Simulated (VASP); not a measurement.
Runs of VASP 6.6.1 on InSb. The structure is that of space group F-43m (No. 216), or close to it. The cells are those of the table. 

```tsv
task	level	potentials or basis	cell	k mesh	cutoff (eV)	grid for exact exchange (PRECFOCK)	share of exact exchange	screening parameter	gap on the mesh (eV)	pressure (GPa)
single point	HSE06	VASP PAW PBE potentials, release 64 (In_d, Sb)	a = 4.634 Å, angles 60.0°, 2 atoms	4 × 4 × 4	520	Normal	0.25	0.2079 1/Å	(a)	-0.4
single point	PBEsol	VASP PAW PBE potentials, release 64 (In_d, Sb)	a = 4.612 Å, angles 60.0°, 2 atoms	6 × 6 × 6	520	-	-	-	none	0.0
relaxation of cell and atoms	r2SCAN	VASP PAW PBE potentials, release 64 (In_d, Sb)	relaxed from a = 4.694 Å, angles 60.0°, 2 atoms	6 × 6 × 6	600	-	-	-	0.01	0.0
single point	LDA	VASP PAW LDA potentials, release 64 (In_d, Sb)	a = 4.564 Å, angles 60.0°, 2 atoms	6 × 6 × 6	520	-	-	-	none	0.1
single point	PBE	VASP PAW PBE potentials, release 64 (In_d, Sb)	a = 4.694 Å, angles 60.0°, 2 atoms	6 × 6 × 6	520	-	-	-	none	0.0
```

Alike in all rows: no spin polarisation; smearing fermi-dirac 0.02 eV.

Fill in the values left out.

(a) 0.34.

Caveats: spin-orbit coupling is left out, which moves the levels of the heavy elements; semilocal functionals underestimate gaps, and a narrow one can read as zero (at least some runs); the PAW data sets were made with another functional, which shifts forces and pressure a little (at least some runs); the smearing spreads over this small gap (at least some runs).

A k mesh can miss the band edges, and the runs leave out spin-orbit coupling on In, Sb.

A gap of «none» marks levels without a gap at the run's occupations.
